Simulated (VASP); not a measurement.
# Ta4C3 (Cmmm) in VASP: single point with r2SCAN

Aim: the single point of Ta4C3 with r2SCAN.

Program: VASP 6.6.1. These are calculated values, not measurements. Logs are shortened: lines on timing, memory, paths and dates and some standing lists are left out, and cuts for length are marked.

### 1 The cell of the first run

The structure is orthorhombic, space group Cmmm (No. 65). The conventional cell has a = 6.164 Å, b = 6.351 Å, c = 4.425 Å, α = 90.00°, β = 90.00°, γ = 90.00°. Within 2.9 Å of Ta (site symmetry 2/m) lie 4 C at 2.21 Å. Ta (site symmetry mmm) has 4 C at 2.21 Å within 2.9 Å. Within 2.9 Å of Ta (site symmetry mmm) lie 6 C at 2.21 Å. Within 2.9 Å of C (site symmetry 2/m) lie 6 Ta at 2.21 Å. C (site symmetry mmm) has 6 Ta at 2.21 Å within 2.9 Å.

### 2 Single point, r2SCAN (strain +0.0300 x Voigt [0, 0, 0, 0, 1, 0])

Input file POSCAR:

```
Ta4C3
1.0
    4.4247933841      0.0000000000      0.0663719008
    0.0000000000      4.4247933841      0.0000000000
    0.0663719008      0.0000000000      4.4247933841
Ta C
4 3
Direct
    0.0000000000      0.5000000000      0.5000000000
    0.5000000000      0.0000000000      0.5000000000
    0.5000000000      0.5000000000      0.0000000000
    0.0000000000      0.0000000000      0.0000000000
    0.5000000000      0.0000000000      0.0000000000
    0.0000000000      0.5000000000      0.0000000000
    0.0000000000      0.0000000000      0.5000000000
```

Input file INCAR.step1:

```
SYSTEM = Ta4C3
ALGO = Normal
EDIFF = 1E-4
ENCUT = 520
GGA = PE
ISMEAR = 0
LASPH = .TRUE.
LCHARG = .FALSE.
LREAL = .FALSE.
LWAVE = .TRUE.
NBANDS = 37
NELM = 60
PREC = Accurate
SIGMA = 0.15
```

Input file INCAR.step2:

```
SYSTEM = Ta4C3
ALGO = Normal
EDIFF = 1E-6
ENCUT = 520
ISIF = 2
ISMEAR = 0
ISTART = 1
LASPH = .TRUE.
LCHARG = .FALSE.
LMIXTAU = .TRUE.
LREAL = .FALSE.
LWAVE = .FALSE.
METAGGA = R2SCAN
NBANDS = 37
NELM = 60
PREC = Accurate
SIGMA = 0.15
```

Input file KPOINTS:

```
k-points
0
G
  10 10 10
  0 0 0
```

Potentials or basis: VASP PAW PBE potentials, release 64 (Ta_pv, C).

Started as:

```sh
$ cat potpaw_PBE.64/Ta_pv/POTCAR potpaw_PBE.64/C/POTCAR > POTCAR
$ cp INCAR.step1 INCAR
$ mpirun -np 1 vasp_std > vasp.out
$ cp INCAR.step2 INCAR
$ mpirun -np 1 vasp_std > vasp.out
```

OUTCAR:

```text
SYSTEM = Ta4C3
   EDIFF = 1E-6
   ENCUT = 520
   ISIF = 2
   ISMEAR = 0
   ISTART = 1
   LASPH = .TRUE.
   LREAL = .FALSE.
   METAGGA = R2SCAN
   NELM = 60
   PREC = Accurate

 ion  position               nearest neighbor table
   1  0.000  0.500  0.500-   7 2.21   7 2.21   6 2.21   6 2.21   3 3.08   3 3.08   4 3.13   2 3.13
                             4 3.13   2 3.13   4 3.13   2 3.13   4 3.13   2 3.13   3 3.18   3 3.18
   2  0.500  0.000  0.500-   5 2.21   7 2.21   5 2.21   7 2.21   4 3.08   4 3.08   3 3.13   1 3.13
                             3 3.13   3 3.13   1 3.13   3 3.13   1 3.13   1 3.13   4 3.18   4 3.18
   3  0.500  0.500  0.000-   5 2.21   5 2.21   6 2.21   6 2.21   1 3.08   1 3.08   2 3.13   4 3.13
                             4 3.13   2 3.13   2 3.13   4 3.13   2 3.13   4 3.13   1 3.18   1 3.18
   4  0.000  0.000  0.000-   6 2.21   6 2.21   7 2.21   7 2.21   5 2.21   5 2.21   2 3.08   2 3.08
                             1 3.13   3 3.13   1 3.13   1 3.13   3 3.13   3 3.13   1 3.13   3 3.13
   5  0.500  0.000  0.000-   3 2.21   3 2.21   4 2.21   2 2.21   2 2.21   4 2.21
   6  0.000  0.500  0.000-   4 2.21   4 2.21   1 2.21   1 2.21   3 2.21   3 2.21
   7  0.000  0.000  0.500-   1 2.21   1 2.21   4 2.21   4 2.21   2 2.21   2 2.21

  LATTYP: Found a base centered orthorhombic cell.
 ALAT       =     6.1637387722
 B/A-ratio  =     1.0304568528
 C/A-ratio  =     0.7178749048

  Lattice vectors:

 A1 = (  -4.4247933841,   0.0000000000,  -0.0663719008)
 A2 = (   0.0663719008,   0.0000000000,   4.4247933841)
 A3 = (   0.0000000000,   4.4247933841,   0.0000000000)

Analysis of symmetry for initial positions (statically):
=====================================================================
 Subroutine PRICEL returns:
 Original cell was already a primitive cell.

 Routine SETGRP: Setting up the symmetry group for a
 base centered orthorhombic supercell.

 Subroutine GETGRP returns: Found  8 space group operations
 (whereof  8 operations were pure point group operations)
 out of a pool of  8 trial point group operations.

The static configuration has the point symmetry D_2h.

Analysis of symmetry for dynamics (positions and initial velocities):
=====================================================================
 Subroutine PRICEL returns:
 Original cell was already a primitive cell.

 Routine SETGRP: Setting up the symmetry group for a
 base centered orthorhombic supercell.

 Subroutine GETGRP returns: Found  8 space group operations
 (whereof  8 operations were pure point group operations)
 out of a pool of  8 trial point group operations.

The dynamic configuration has the point symmetry D_2h.

 Subroutine INISYM returns: Found  8 space group operations
 (whereof  8 operations are pure point group operations),
 and found     1 'primitive' translations

----------------------------------------------------------------------------------------

                                     Primitive cell

  volume of cell :      86.6126

  direct lattice vectors                    reciprocal lattice vectors
     4.424793384  0.000000000  0.066371901     0.226050114  0.000000000 -0.003390752
     0.000000000  4.424793384  0.000000000     0.000000000  0.225999253  0.000000000
     0.066371901  0.000000000  4.424793384    -0.003390752  0.000000000  0.226050114

  length of vectors
     4.425291145  4.424793384  4.425291145     0.226075544  0.225999253  0.226075544

  position of ions in fractional coordinates (direct lattice)
     0.000000000  0.500000000  0.500000000
     0.500000000  0.000000000  0.500000000
     0.500000000  0.500000000  0.000000000
     0.000000000  0.000000000  0.000000000
     0.500000000  0.000000000  0.000000000
     0.000000000  0.500000000  0.000000000
     0.000000000  0.000000000  0.500000000

  ion indices of the primitive-cell ions
   primitive index   ion index
                 1           1
                 2           2
                 3           3
                 4           4
                 5           5
                 6           6
                 7           7

----------------------------------------------------------------------------------------

 KPOINTS: k-points

Automatic generation of k-mesh.
 Grid dimensions read from file:
 generate k-points for:   10   10   10

 Generating k-lattice:

  Cartesian coordinates                     Fractional coordinates (reciprocal lattice)
     0.022605011  0.000000000 -0.000339075     0.100000000  0.000000000  0.000000000
     0.000000000  0.022599925  0.000000000     0.000000000  0.100000000  0.000000000
    -0.000339075  0.000000000  0.022605011     0.000000000  0.000000000  0.100000000

  Length of vectors
     0.022607554  0.022599925  0.022607554

  Shift w.r.t. Gamma in fractional coordinates (k-lattice)
     0.000000000  0.000000000  0.000000000

 Subroutine IBZKPT returns following result:
 ===========================================

 Found    186 irreducible k-points:

 Following reciprocal coordinates:
            Coordinates               Weight
  0.000000  0.000000  0.000000      1.000000
  0.100000  0.000000  0.000000      4.000000
  0.200000  0.000000  0.000000      4.000000
  0.300000  0.000000  0.000000      4.000000
  0.400000  0.000000  0.000000      4.000000
  0.500000  0.000000  0.000000      2.000000
[... 16 lines left out ...]
  0.400000  0.300000  0.000000      8.000000
  0.500000  0.300000  0.000000      4.000000
 [... further k-points ...]
   k-points           NKPTS =    186   k-points in BZ     NKDIM =    186   number of bands    NBANDS=     37
   number of dos      NEDOS =    301   number of ions     NIONS =      7
   total plane-waves  NPLWV =  46656
   dimension x,y,z NGX =    36 NGY =   36 NGZ =   36
   dimension x,y,z NGXF=    72 NGYF=   72 NGZF=   72
   ions per type =               4   3
   NGX,Y,Z   is equivalent  to a cutoff of  13.52, 13.53, 13.52 a.u.
   NGXF,Y,Z  is equivalent  to a cutoff of  27.05, 27.05, 27.05 a.u.
 SYSTEM =  Ta4C3
   PREC   = accura    normal or accurate (medium, high low for compatibility)
   ISTART =      1    job   : 0-new  1-cont  2-samecut
   ICHARG =      0    charge: 1-file 2-atom 10-const
   ISPIN  =      1    spin polarized calculation?
   LNONCOLLINEAR =      F non collinear calculations
   LSORBIT =      F    spin-orbit coupling
   LASPH  =      T    aspherical Exc in radial PAW
   ENCUT  =  520.0 eV  38.22 Ry    6.18 a.u.   8.23  8.23  8.23*2*pi/ulx,y,z
   NELM   =     60;   NELMIN=  2; NELMDL=  0     # of ELM steps
   EDIFF  = 0.1E-05   stopping-criterion for ELM
   LREAL  =      F    real-space projection
   EDIFFG = 0.1E-04   stopping-criterion for IOM
   NSW    =      0    number of steps for IOM
   IBRION =     -1    ionic relax: 0-MD 1-quasi-New 2-CG
   NFREE  =      0    steps in history (QN), initial steepest desc. (CG)
   ISIF   =      2    stress and relaxation
   ISYM   =      2    0-nonsym 1-usesym 2-fastsym
   POTIM  = 0.5000    time-step for ionic-motion
   TEBEG  =    0.0;   TEEND  =   0.0 temperature during run
   PSTRESS=    0.0 pullay stress
   NELECT =      56.0000    total number of electrons
   NUPDOWN=      -1.0000    fix difference up-down
   EMIN   =  10.00;   EMAX   =-10.00  energy-range for DOS
   EFERMI =   0.00;   METHOD = LEGACY
   ISMEAR =     0;   SIGMA  =   0.15  broadening in eV -4-tet -1-fermi 0-gaus
   EFERMI_NEDOS =   21; number of points for ismear=-14 and -15
   IALGO  =     38    algorithm
   IMIX   =      4    mixing-type and parameters
     AMIX     =   0.40;   BMIX     =  1.00
     AMIX_MAG =   1.60;   BMIX_MAG =  1.00
  volume/ion in A,a.u.               =      12.37        83.50
  Fermi-wavevector in a.u.,A,eV,Ry     =   1.415610  2.675116 27.265434  2.003953
  Thomas-Fermi vector in A             =   2.537031
   LORBIT       =      0    0 simple, 1 ext, 2 COOP (PROOUT), +10 PAW based schemes
   METAGGA = R2SCAN    functional components
   LHFCALC =     F    Hartree Fock is set to
   AEXX    =    0.0000 exact exchange contribution
   IVDW    =     0    specifies the selected vdW correction
   LEPSILON=     F    determine dielectric tensor
   LRPA    =     F    only Hartree local field effects (RPA)
 non-spin polarized calculation
 Gauss-broadening in eV      SIGMA  =   0.15
  energy-cutoff  :      520.00
  volume of cell :       86.61
 maximum number of plane-waves:      2358
 NGX is ok and might be reduce to    36
   NGX = 17   NGY = 17   NGZ = 17

 number of electron      56.0000014 magnetization

 Free energy of the ion-electron system (eV)
  ---------------------------------------------------
  ext. energy  EPLUGINS =         0.00000000
  ---------------------------------------------------
  free energy    TOTEN  =      -227.77556461 eV

  energy without entropy =     -227.73716900  energy(sigma->0) =     -227.75636681

 E-fermi :   7.2227     XC(G=0): -13.9971

 val. band max:        7.2181090268   @ k =  -0.4000   0.0000   0.4000
 cond. band min:       7.2234884027   @ k =   0.0000   0.4000   0.0000
 fundamental gap:      0.0053793759
 Fermi energy:         7.2226678923

 k-point     1 :       0.0000    0.0000    0.0000
  band No.  band energies     occupation
      1     -29.5169      2.00000
      2     -29.4977      2.00000
      3     -29.4804      2.00000
      4     -28.7954      2.00000
      5     -28.7757      2.00000
      6     -28.7604      2.00000
[... 29 lines left out ...]
     36      11.0532      0.00000
     37      12.0676      0.00000

 k-point     2 :       0.1000    0.0000    0.0000
  band No.  band energies     occupation
      1     -29.5103      2.00000
      2     -29.4932      2.00000
      3     -29.4757      2.00000
      4     -28.7925      2.00000
      5     -28.7745      2.00000
      6     -28.7615      2.00000
[... 29 lines left out ...]
     36      11.3023      0.00000
     37      12.0381      0.00000
[... 838 lines left out ...]
     36      11.1042      0.00000
     37      11.7358      0.00000

 k-point    24 :       0.5000    0.3000    0.0000
  band No.  band energies     occupation
      1     -29.4781      2.00000
      2     -29.4697      2.00000
      3     -29.4200      2.00000
      4     -28.9140      2.00000
      5     -28.7356      2.00000
      6     -28.7088      2.00000
[... 29 lines left out ...]
     36      11.1011      0.00000
     37      11.4802      0.00000

 [... further k-points ...]

------------------------ aborting loop because EDIFF is reached ----------------------------------------

  FORCE on cell =-STRESS in cart. coord.  units (eV):
  Direction    XX          YY          ZZ          XY          YZ          ZX
  --------------------------------------------------------------------------------------
  -------------------------------------------------------------------------------------
  Total        0.6262907      0.6982749      0.6262907      0.0000000      0.0000000     -1.9920571
  in kB       11.5852457     12.9168240     11.5852457      0.0000000      0.0000000    -36.8494578
  external PRESSURE =      12.0291052 kB  Pullay stress =       0.0000000 kB

 VOLUME and BASIS-vectors are now :
 -----------------------------------------------------------------------------
  energy-cutoff  :      520.00
  volume of cell :       86.61
      direct lattice vectors                 reciprocal lattice vectors
     4.424793384  0.000000000  0.066371901     0.226050114  0.000000000 -0.003390752
     0.000000000  4.424793384  0.000000000     0.000000000  0.225999253  0.000000000
     0.066371901  0.000000000  4.424793384    -0.003390752  0.000000000  0.226050114

 POSITION                                       TOTAL-FORCE (eV/Angst)
 -----------------------------------------------------------------------------------
      0.03319      2.21240      2.21240        -0.000000      0.000000      0.000000
      2.24558      0.00000      2.24558         0.000000      0.000000      0.000000
      2.21240      2.21240      0.03319         0.000000      0.000000     -0.000000
      0.00000      0.00000      0.00000         0.000000      0.000000      0.000000
      2.21240      0.00000      0.03319        -0.000000      0.000000      0.000000
      0.00000      2.21240      0.00000         0.000000      0.000000      0.000000
      0.03319      0.00000      2.21240        -0.000000      0.000000      0.000000
 -----------------------------------------------------------------------------------
    total drift:                                0.000000      0.000000      0.000000

  FREE ENERGIE OF THE ION-ELECTRON SYSTEM (eV)
  ---------------------------------------------------
  free  energy   TOTEN  =      -227.7755646121 eV

  energy  without entropy=     -227.7371689987  energy(sigma->0) =     -227.75636681
```

Run time: 46 min. Hardware: 1 thread of Oxide Virtual Turin-like, shared host; peak memory 0.52 GiB.

Results:

| Quantity | Value |
| --- | --- |
| Free energy | -227.7756 eV |
| Pressure | 1.2 GPa |
| Band gap on the k mesh | zero (bands 28 and 29 overlap by 1.11 eV) |

Caveat: the cell differs from its parent crystal (strain +0.0300 x Voigt [0, 0, 0, 0, 1, 0]); the PAW data sets were made with another functional, which shifts forces and pressure a little; spin-orbit coupling is left out, which moves the levels of the heavy elements.
